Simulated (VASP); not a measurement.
# MgO in VASP: notebook, part 4 of 4

VASP 6.6.1. The steps go on from the part before.

## Step 5: Single point, r2SCAN (shear of c along a, cell held: +1.0 %)

POSCAR

```
MgO
1.0
    2.1022009521      2.1022009521      0.0000000000
   -2.1022009521      2.1022009521      0.0000000000
    0.0297296110      0.0297296110      4.2044019043
Mg O
2 2
Direct
    0.0000000000      0.0000000000      0.0000000000
    0.5000000000      0.5000000000      0.5000000000
    0.5000000000      0.5000000000      0.0000000000
    0.0000000000      0.0000000000      0.5000000000
```

INCAR.step1

```
ALGO     = Normal         # electronic algorithm
EDIFF    = 1E-4           # SCF threshold, eV
ENCUT    = 520            # plane-wave cutoff, eV
GGA      = PE             # functional
ISMEAR   = 0              # smearing method
LASPH    = True           # aspherical terms in the spheres
LCHARG   = False          # write CHGCAR
LREAL    = False          # projectors in reciprocal space
LWAVE    = True           # write WAVECAR
NBANDS   = 16             # bands
NELM     = 100            # most SCF steps
PREC     = Accurate       # precision mode
SIGMA    = 0.02           # smearing width, eV
```

INCAR.step2

```
ALGO     = Normal         # electronic algorithm
EDIFF    = 1E-6           # SCF threshold, eV
ENCUT    = 520            # plane-wave cutoff, eV
ISIF     = 2              # what is computed and relaxed
ISMEAR   = 0              # smearing method
ISTART   = 1            
LASPH    = True           # aspherical terms in the spheres
LCHARG   = False          # write CHGCAR
LMIXTAU  = True         
LREAL    = False          # projectors in reciprocal space
LWAVE    = False          # write WAVECAR
METAGGA  = R2SCAN         # meta-GGA
NBANDS   = 16             # bands
NELM     = 100            # most SCF steps
PREC     = Accurate       # precision mode
SIGMA    = 0.02           # smearing width, eV
```

KPOINTS

```
k-points
0
Gamma
  8 8 6
```

Potentials or basis: VASP PAW PBE potentials, release 64 (Mg, O).

The run is started by

```
cat potpaw_PBE.64/Mg/POTCAR potpaw_PBE.64/O/POTCAR > POTCAR
cp INCAR.step1 INCAR
mpirun -np 1 vasp_std > vasp.out
cp INCAR.step2 INCAR
mpirun -np 1 vasp_std > vasp.out
```

OUTCAR:

```text
EDIFF = 1E-6
   ENCUT = 520
   ISIF = 2
   ISMEAR = 0
   ISTART = 1
   LASPH = True
   LREAL = False
   METAGGA = R2SCAN
   NELM = 100
   PREC = Accurate

 ion  position               nearest neighbor table
   1  0.000  0.000  0.000-   3 2.10   3 2.10   3 2.10   3 2.10   4 2.10   4 2.10   2 2.96   2 2.96
                             2 2.96   2 2.96   2 2.98   2 2.98   2 2.98   2 2.98
   2  0.500  0.500  0.500-   4 2.10   4 2.10   4 2.10   4 2.10   3 2.10   3 2.10   1 2.96   1 2.96
                             1 2.96   1 2.96   1 2.98   1 2.98   1 2.98   1 2.98
   3  0.500  0.500  0.000-   1 2.10   1 2.10   1 2.10   1 2.10   2 2.10   2 2.10
   4  0.000  0.000  0.500-   2 2.10   2 2.10   2 2.10   2 2.10   1 2.10   1 2.10

  LATTYP: Found a simple monoclinic cell.
 ALAT       =     2.9729610973
 B/A-ratio  =     1.0000000000
 C/A-ratio  =     1.4142842713
 COS(beta)  =    -0.0099995000

  Lattice vectors:

 A1 = (   2.1022009521,   2.1022009521,   0.0000000000)
 A2 = (   2.1022009521,  -2.1022009521,   0.0000000000)
 A3 = (  -0.0297296110,  -0.0297296110,  -4.2044019043)

Analysis of symmetry for initial positions (statically):
=====================================================================
 Subroutine PRICEL returns following result:

  LATTYP: Found a base centered monoclinic cell.
 ALAT       =     5.1251605138
 B/A-ratio  =     0.5800718025
 C/A-ratio  =     0.5800718025
 COS(beta)  =    -0.5718683484

  Lattice vectors:

 A1 = (  -2.0873361466,   0.0148648055,   2.1022009521)
 A2 = (   0.0148648055,  -2.0873361466,   2.1022009521)
 A3 = (   2.1022009521,   2.1022009521,   0.0000000000)

   2 primitive cells build up your supercell.

 Routine SETGRP: Setting up the symmetry group for a
 simple monoclinic supercell.

[... 148 lines left out ...]
   IALGO  =     38    algorithm
   IMIX   =      4    mixing-type and parameters
     AMIX     =   0.40;   BMIX     =  1.00
     AMIX_MAG =   1.60;   BMIX_MAG =  1.00
  volume/ion in A,a.u.               =       9.29        62.69
  Fermi-wavevector in a.u.,A,eV,Ry     =   1.236196  2.336071 20.792152  1.528180
  Thomas-Fermi vector in A             =   2.370814
   LORBIT       =      0    0 simple, 1 ext, 2 COOP (PROOUT), +10 PAW based schemes
   METAGGA = R2SCAN    functional components
   LHFCALC =     F    Hartree Fock is set to
   AEXX    =    0.0000 exact exchange contribution
   IVDW    =     0    specifies the selected vdW correction
   LEPSILON=     F    determine dielectric tensor
   LRPA    =     F    only Hartree local field effects (RPA)
 non-spin polarized calculation
 Gauss-broadening in eV      SIGMA  =   0.02
  energy-cutoff  :      520.00
  volume of cell :       37.16
 maximum number of plane-waves:      1015
 NGX is ok and might be reduce to    24
   NGX = 11   NGY = 11   NGZ = 15

 number of electron      15.9999991 magnetization

 Free energy of the ion-electron system (eV)
  ---------------------------------------------------
  ext. energy  EPLUGINS =         0.00000000
  ---------------------------------------------------
  free energy    TOTEN  =       -32.32056018 eV

  energy without entropy =      -32.32056018  energy(sigma->0) =      -32.32056018

 E-fermi :   2.9744     XC(G=0): -11.6229

 val. band max:        2.8550905481   @ k =   0.0000   0.0000   0.0000
 cond. band min:       8.4742977771   @ k =   0.0000   0.0000   0.0000
 fundamental gap:      5.6192072289
 Fermi energy:         2.9743671792

 k-point     1 :       0.0000    0.0000    0.0000
  band No.  band energies     occupation
      1     -15.4120      2.00000
      2     -13.8983      2.00000
      3      -1.3064      2.00000
      4       1.4345      2.00000
      5       1.4350      2.00000
      6       2.7784      2.00000
[... 433 lines left out ...]
      3      -1.1527      2.00000
      4      -1.1527      2.00000
      5       1.3188      2.00000
      6       1.3188      2.00000
[... 8 lines left out ...]
     15      22.6463      0.00000
     16      22.6463      0.00000

 [... further k-points ...]

------------------------ aborting loop because EDIFF is reached ----------------------------------------

  FORCE on cell =-STRESS in cart. coord.  units (eV):
  Direction    XX          YY          ZZ          XY          YZ          ZX
  --------------------------------------------------------------------------------------
  -------------------------------------------------------------------------------------
  Total       -0.2645886     -0.2645886     -0.2691069     -0.0049289     -0.2589620     -0.2589620
  in kB      -11.4077234    -11.4077234    -11.6025324     -0.2125090    -11.1651321    -11.1651328
  external PRESSURE =     -11.4726597 kB  Pullay stress =       0.0000000 kB

 VOLUME and BASIS-vectors are now :
 -----------------------------------------------------------------------------
  energy-cutoff  :      520.00
  volume of cell :       37.16
      direct lattice vectors                 reciprocal lattice vectors
     2.102200952  2.102200952  0.000000000     0.237845958  0.237845958 -0.003363650
    -2.102200952  2.102200952  0.000000000    -0.237845958  0.237845958  0.000000000
     0.029729611  0.029729611  4.204401904     0.000000000  0.000000000  0.237845958

 POSITION                                       TOTAL-FORCE (eV/Angst)
 -----------------------------------------------------------------------------------
      0.00000      0.00000      0.00000        -0.000000      0.000000     -0.000000
      0.01486      2.11707      2.10220         0.000000     -0.000000     -0.000000
      0.00000      2.10220      0.00000        -0.000000      0.000000      0.000000
      0.01486      0.01486      2.10220        -0.000000     -0.000000     -0.000000
 -----------------------------------------------------------------------------------
    total drift:                                0.000000     -0.000000     -0.000000

  FREE ENERGIE OF THE ION-ELECTRON SYSTEM (eV)
  ---------------------------------------------------
  free  energy   TOTEN  =       -32.3205601750 eV

  energy  without entropy=      -32.3205601750  energy(sigma->0) =      -32.32056018
```

OUTCAR.step1:

```text
EDIFF = 1E-4
   ENCUT = 520
   GGA = PE
   ISMEAR = 0
[... 712 lines left out ...]
      0.00000      0.00000      0.00000        -0.000000      0.000000     -0.000000
      0.01486      2.11707      2.10220         0.000000     -0.000000     -0.000000
      0.00000      2.10220      0.00000         0.000000     -0.000000      0.000000
      0.01486      0.01486      2.10220        -0.000000      0.000000     -0.000000
 -----------------------------------------------------------------------------------
    total drift:                                0.000000     -0.000000     -0.000000

  FREE ENERGIE OF THE ION-ELECTRON SYSTEM (eV)
  ---------------------------------------------------
  free  energy   TOTEN  =       -23.8034861548 eV

  energy  without entropy=      -23.8034861548  energy(sigma->0) =      -23.80348615
```

It took 80 s on 1 thread of Intel Xeon 6975P-C (Granite Rapids), shared host; peak memory 0.2 GiB.

What came out:

- Free energy: -32.3206 eV
- Pressure: -1.1 GPa
- Band gap on the k mesh: 5.62 eV

Caveat: the cell differs from its parent crystal (shear of c along a, cell held: +1.0 %); the PAW data sets were made with another functional, which shifts forces and pressure a little.

## Step 6: Single point, r2SCAN

This run uses another cell than the first one, of 9.29 Å³/atom.

POSCAR is that of step 5.

INCAR.step1

```
SYSTEM = MgO
PREC = Accurate
ENCUT = 520
ISMEAR = 0
SIGMA = 0.02
LREAL = .False.
LASPH = .True.
NELM = 100
NBANDS = 16
GGA = PE
ALGO = Normal
EDIFF = 1E-4
LWAVE = .True.
LCHARG = .False.
```

INCAR.step2

```
SYSTEM = MgO
PREC = Accurate
ENCUT = 520
EDIFF = 1E-7
ISMEAR = 0
SIGMA = 0.02
LREAL = .False.
LASPH = .True.
NELM = 100
ALGO = Normal
ISIF = 2
LWAVE = .False.
LCHARG = .True.
METAGGA = R2SCAN
LMIXTAU = .True.
LELF = .True.
LVHAR = .True.
NBANDS = 16
ISTART = 1
```

KPOINTS

```
regular mesh
0
Gamma
  8 8 6
  0 0 0
```

Potentials or basis: VASP PAW PBE potentials, release 64 (Mg, O).

The run is started by

```
cat potpaw_PBE.64/Mg/POTCAR potpaw_PBE.64/O/POTCAR > POTCAR
cp INCAR.step1 INCAR
mpirun -np 1 vasp_std > vasp.out
cp INCAR.step2 INCAR
mpirun -np 1 vasp_std > vasp.out
```

Run time: 73 s. Hardware: 1 thread of Intel Xeon 6975P-C (Granite Rapids), shared host; peak memory 0.2 GiB.

It converged, with:

```yaml
Free_energy: -32.3206 eV
Pressure: -1.1 GPa
Band_gap_on_the_k_mesh: 5.62 eV
```

Stress tensor (GPa, compression positive):
```
-1.14 -0.02 -1.12
-0.02 -1.14 -1.12
-1.12 -1.12 -1.16
```

Levels at points of the mesh, in eV from the valence-band top:
| k point | band 6 | band 7 | band 8 | band 9 | band 10 | band 11 |
| --- | --- | --- | --- | --- | --- | --- |
| (0.00, 0.00, 0.00) | -0.08 | -0.04 | 0.00 | 5.62 | 10.00 | 11.08 |
| (0.50, 0.00, 0.00) | -2.05 | -0.72 | -0.72 | 10.46 | 10.46 | 12.83 |
| (0.00, 0.50, 0.00) | -2.05 | -0.72 | -0.72 | 10.46 | 10.46 | 12.82 |
| (0.50, 0.50, 0.00) | -1.46 | -1.38 | -1.38 | 9.99 | 9.99 | 11.09 |
| (0.00, 0.00, 0.50) | -0.79 | -0.79 | -0.79 | 9.03 | 9.03 | 12.10 |
| (0.50, 0.00, 0.50) | -0.73 | -0.70 | -0.67 | 8.75 | 8.85 | 13.75 |
| (0.00, 0.50, 0.50) | -0.74 | -0.69 | -0.69 | 8.80 | 8.80 | 13.83 |
| (0.50, 0.50, 0.50) | -3.02 | -1.82 | -1.82 | 12.68 | 12.68 | 12.69 |

Caveat: the PAW data sets were made with another functional, which shifts forces and pressure a little.

## Step 7: Overview

```tsv
cell	gap on the mesh (eV)	pressure (GPa)
a = 3.003, b = 3.003, c = 4.179 Å, 4 atoms	5.50	-3.3
a = 3.003, b = 3.003, c = 4.180 Å, 4 atoms	5.50	-3.3
a = 3.032, b = 3.032, c = 4.154 Å, 4 atoms	5.35	-5.1
a = 2.973, b = 2.973, c = 4.205 Å, angles 90.0, 89.4, 90.0°, 4 atoms	5.62	-1.1
```

Alike in all rows: task single point; level r2SCAN; potentials or basis VASP PAW PBE potentials, release 64 (Mg, O); no spin polarisation; k mesh 8 × 8 × 6; cutoff (eV) 520; smearing gaussian 0.02 eV.

Caveats: the PAW data sets were made with another functional, which shifts forces and pressure a little; the cell stands under tension (at least some runs).

Total energies depend on the potentials used, so only differences within one code and one set of settings carry meaning.
